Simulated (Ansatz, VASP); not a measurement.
## Two plane-wave programs on Ba3H8

The input INCAR:

```
PREC = Accurate
ENCUT = 500
EDIFF = 1E-6
ISMEAR = 0
SIGMA = 0.1
LREAL = False
LASPH = True
NELM = 120
ALGO = Normal
ISIF = 2
LWAVE = False
LCHARG = False
GGA = PE
NBANDS = 30
GGA_COMPAT = False
```

KPOINTS

```
regular mesh
0
Gamma
  4 4 4
```

File POSCAR:

```
Ba3H8
1.0
    6.1842563800      0.0000000000      0.0000000000
    0.0000000000      6.1842563800      0.0000000000
    0.0000000000      0.0000000000      6.1842563800
Ba H
3 8
Direct
    0.5000000000      0.0000000000      0.0000000000
    0.0000000000      0.5000000000      0.0000000000
    0.0000000000      0.0000000000      0.5000000000
    0.8321943500      0.0000000000      0.0000000000
    0.1678056500      0.0000000000      0.0000000000
    0.0000000000      0.8321943500      0.0000000000
    0.0000000000      0.1678056500      0.0000000000
    0.0000000000      0.0000000000      0.8321943500
    0.0000000000      0.0000000000      0.1678056500
    0.0000000000      0.0000000000      0.0000000000
    0.5000000000      0.5000000000      0.5000000000
```

Input for Ansatz:

```yaml
crystal:
  lattice:
    - [6.18425638, 0.0, 0.0]
    - [0.0, 6.18425638, 0.0]
    - [0.0, 0.0, 6.18425638]
  atoms:
    - { symbol: Ba, position: [0.5, 0.0, 0.0] }
    - { symbol: Ba, position: [0.0, 0.5, 0.0] }
    - { symbol: Ba, position: [0.0, 0.0, 0.5] }
    - { symbol: H, position: [0.83219435, 0.0, 0.0] }
    - { symbol: H, position: [0.16780565, 0.0, 0.0] }
    - { symbol: H, position: [0.0, 0.83219435, 0.0] }
    - { symbol: H, position: [0.0, 0.16780565, 0.0] }
    - { symbol: H, position: [0.0, 0.0, 0.83219435] }
    - { symbol: H, position: [0.0, 0.0, 0.16780565] }
    - { symbol: H, position: [0.0, 0.0, 0.0] }
    - { symbol: H, position: [0.5, 0.5, 0.5] }
basis:
  ecutwfc: 420
kpoints:
  mp_grid: { grid: [4, 4, 4] }
hamiltonian:
  xc: pbe
scf:
  occupations: { method: gaussian, width: 0.1 }
  lower_state_search: "off"
output:
  forces: true
  stress: true
  eigenvalues: true
```

Alike in both runs: task single point; functional PBE; k mesh 4 × 4 × 4; occupations gaussian, width 0.1 eV; no spin polarisation.

|  | VASP | Ansatz |
| --- | --- | --- |
| version | VASP 6.6.1 | Ansatz 0.2.0 |
| potentials or method | VASP PAW PBE potentials, release 64 (Ba_sv, H), cutoff 500 eV | scalar-relativistic, plane waves, PAW |
| valence electrons in the cell | 38 | 38 |

|  | VASP | Ansatz | Ansatz less VASP |
| --- | --- | --- | --- |
| gap on the k mesh at the Fermi level (eV) | none | none | - |
| pressure (GPa) | 7.3 | 7.0 | -0.36 |
| rms of the force components (eV/Å) | 0.158 | 0.216 | +0.0583 |

Atom by atom the forces differ by 0.058 eV/Å (rms over components). A gap of «none» marks a metal or a gap that the smearing closes. With one functional, cell and mesh, what is left measures potentials, basis and numerics.

Spin-orbit coupling is off throughout.
